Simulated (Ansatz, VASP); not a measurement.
**Li2S in VASP and in Ansatz**

The input INCAR:

```
SYSTEM = Li2S
PREC     = Accurate       ! precision mode
ENCUT    = 650            ! plane-wave cutoff, eV
EDIFF    = 1E-8           ! SCF threshold, eV
ISMEAR   = -1             ! smearing method
SIGMA    = 0.02           ! smearing width, eV
LREAL    = .FALSE.        ! projectors in reciprocal space
LASPH    = .TRUE.         ! aspherical terms in the spheres
NELM     = 120            ! most SCF steps
ALGO     = Normal         ! electronic algorithm
ISIF     = 2              ! what is computed and relaxed
LWAVE    = .FALSE.        ! write WAVECAR
LCHARG   = .FALSE.        ! write CHGCAR
GGA      = CA             ! functional
LEFG     = .TRUE.       
NBANDS   = 13             ! bands
GGA_COMPAT= .FALSE.
```

File KPOINTS:

```
regular mesh
0
G
  7 7 7
  0 0 0
```

POSCAR

```
Li2S
1.0
    0.0000000000      2.8634817972      2.8634817972
    2.8634817972      0.0000000000      2.8634817972
    2.8634817972      2.8634817972      0.0000000000
Li S
2 1
Direct
    0.2500000000      0.2500000000      0.2500000000
    0.7500000000      0.7500000000      0.7500000000
    0.0000000000      0.0000000000      0.0000000000
```

Input for Ansatz:

```yaml
crystal:
  lattice:
    - [0.0, 2.8634817972, 2.8634817972]
    - [2.8634817972, 0.0, 2.8634817972]
    - [2.8634817972, 2.8634817972, 0.0]
  atoms:
    - { symbol: Li, position: [0.25, 0.25, 0.25] }
    - { symbol: Li, position: [0.75, 0.75, 0.75] }
    - { symbol: S, position: [0.0, 0.0, 0.0] }
kpoints:
  mp_grid: { grid: [7, 7, 7] }
scf:
  occupations: { method: fermi_dirac, width: 0.02 }
hamiltonian:
  xc: lda
  pseudopotentials: { kind: all_electron, datasets: crystal }
output:
  forces: true
  stress: true
  eigenvalues: true
  efg: { contact_densities: true }
```

Change from the starting cell: volume scaled by 1.01, crystal datasets.

Alike in both runs: task electric field gradients; functional LDA; k mesh 7 × 7 × 7; occupations fermi-dirac, width 0.02 eV; no spin polarisation.

|  | VASP | Ansatz |
| --- | --- | --- |
| version | VASP 6.6.1 | Ansatz 0.2.0 |
| potentials or method | VASP PAW LDA potentials, release 64 (Li_sv, S), cutoff 650 eV | all-electron PAW with datasets made for the crystal, scalar-relativistic |

|  | VASP | Ansatz | Ansatz less VASP |
| --- | --- | --- | --- |
| gap on the k mesh at the Fermi level (eV) | 3.32 | 3.32 | +0.001 |
| pressure (GPa) | -3.4 | -3.3 | +0.15 |

LDA's correlation is that of Perdew and Zunger in VASP and of Perdew and Wang (1992) in Ansatz. Ansatz ran all-electron here, and VASP with PAW potentials.
